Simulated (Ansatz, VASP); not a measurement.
Given: the input of a run of Ansatz 0.2.0 on WS2.

Contents of input.yaml:

```yaml
crystal:
  lattice:
    - [1.579, 0.9116360751, 6.1633333333]
    - [-1.579, 0.9116360751, 6.1633333333]
    - [0.0, -1.8232721501, 6.1633333333]
  atoms:
    - { symbol: W, position: [0.0, 0.0, 0.0] }
    - { symbol: S, position: [0.581, 0.581, 0.581] }
    - { symbol: S, position: [0.7503, 0.7503, 0.7503] }
kpoints:
  mp_grid: { grid: [10, 10, 10] }
scf:
  occupations: { method: fermi_dirac, width: 0.05 }
hamiltonian:
  xc: pbesol
  pseudopotentials: { kind: all_electron, lapw: { basis_error: 0.002 } }
output:
  forces: true
  stress: true
relax:
  f_tol: 0.02
  max_steps: 60
  cell: {}
```

Potentials or basis: all-electron LAPW, scalar-relativistic.

Run with:

```console
$ ansatz run input.yaml --threads 2 --pin off --max-ram 8192MiB --backend cpu --events-out ev --progress --plain --runs-dir out
```

Task: Translate it to VASP 6.6.1. Potentials there: VASP PAW PBE potentials, release 64 (W_sv, S).

Result: As run (the cutoff follows the program's own potentials):

Contents of INCAR:

```
SYSTEM = WS2
PREC     = Accurate       ! precision mode
ENCUT    = 600            ! plane-wave cutoff, eV
EDIFF    = 1E-6           ! SCF threshold, eV
ISMEAR   = -1             ! smearing method
SIGMA    = 0.05           ! smearing width, eV
LREAL    = .False.        ! projectors in reciprocal space
LASPH    = .True.         ! aspherical terms in the spheres
NELM     = 80             ! most SCF steps
ALGO     = Normal         ! electronic algorithm
ISIF     = 3              ! what is computed and relaxed
LWAVE    = .False.        ! write WAVECAR
LCHARG   = .False.        ! write CHGCAR
GGA      = PS             ! functional
IBRION   = 2              ! ionic algorithm
NSW      = 80             ! ionic steps
EDIFFG   = -0.02          ! ionic threshold
```

The input KPOINTS:

```
regular mesh
0
Gamma
  10 10 10
  0 0 0
```

The input POSCAR:

```
WS2
1.0
    1.5790000000      0.9116360751      6.1633333333
   -1.5790000000      0.9116360751      6.1633333333
    0.0000000000     -1.8232721501      6.1633333333
W S
1 2
Direct
    0.0000000000      0.0000000000      0.0000000000
    0.5810000000      0.5810000000      0.5810000000
    0.7503000000      0.7503000000      0.7503000000
```

Potentials or basis: VASP PAW PBE potentials, release 64 (W_sv, S).

Run with:

```sh
$ cat potpaw_PBE.64/W_sv/POTCAR potpaw_PBE.64/S/POTCAR > POTCAR
$ mpirun -np 1 vasp_std > vasp.out
```

Both were run:

|  | VASP | Ansatz | Ansatz less VASP |
| --- | --- | --- | --- |
| relaxed volume (Å³/atom) | 18.20 | 18.24 | +0.038 |
| relaxed cell length with the largest relative difference (Å) | 6.618 | 6.630 | +0.0121 |

VASP's potentials were made for PBE, not for PBEsol. Ansatz ran all-electron here, and VASP with PAW potentials.

Neither program's run includes spin-orbit coupling.
